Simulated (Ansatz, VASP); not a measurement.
# Two plane-wave programs on Sb

Contents of INCAR:

```
  PREC = Accurate
  ENCUT = 520
  EDIFF = 1E-6
  ISMEAR = 0
  SIGMA = 0.15
  LREAL = F
  LASPH = T
  NELM = 80
  ALGO = Normal
  ISIF = 2
  LWAVE = F
  LCHARG = F
  GGA = PS
  NBANDS = 8
```

KPOINTS

```
regular mesh
0
Gamma
  16 16 16
```

File POSCAR:

```
Sb
1.0
    3.1600000000      0.0000000000      0.0000000000
    0.0000000000      3.1600000000      0.0000000000
    0.0000000000      0.0000000000      3.3180000000
Sb
1
Direct
    0.0000000000      0.0000000000      0.0000000000
```

Input for Ansatz:

```yaml
crystal:
  lattice:
    - [3.16, 0.0, 0.0]
    - [0.0, 3.16, 0.0]
    - [0.0, 0.0, 3.318]
  atoms:
    - { symbol: Sb, position: [0.0, 0.0, 0.0] }
basis:
  ecutwfc: 420
kpoints:
  mp_grid: { grid: [16, 16, 16] }
hamiltonian:
  xc: pbesol
scf:
  occupations: { method: gaussian, width: 0.15 }
output:
  forces: true
  stress: true
  eigenvalues: true
```

Change from the starting cell: strain +0.000 along x and y, +0.050 along z, atoms carried along.

Alike in both runs: task single point; functional PBEsol; k mesh 16 × 16 × 16; occupations gaussian, width 0.15 eV; no spin polarisation.

```csv
,VASP,Ansatz
version,VASP 6.6.1,Ansatz 0.2.0
potentials or method,"VASP PAW PBE potentials, release 64 (Sb), cutoff 520 eV","scalar-relativistic, plane waves, PAW"
valence electrons in the cell,5,15
```

```csv
,VASP,Ansatz,Ansatz less VASP
gap on the k mesh at the Fermi level (eV),none,none,-
pressure (GPa),-6.3,-6.3,-0.01
"traceless stress, the component that is largest in VASP (GPa)",-2.06,-2.04,+0.019
```

VASP's potentials were made for PBE, not for PBEsol. A gap of «none» marks a metal or a gap that the smearing closes. VASP's potentials hold 5 valence electrons a cell and Ansatz's 15, so a difference there can come from the potentials and not from the codes.

Spin-orbit coupling is off throughout.
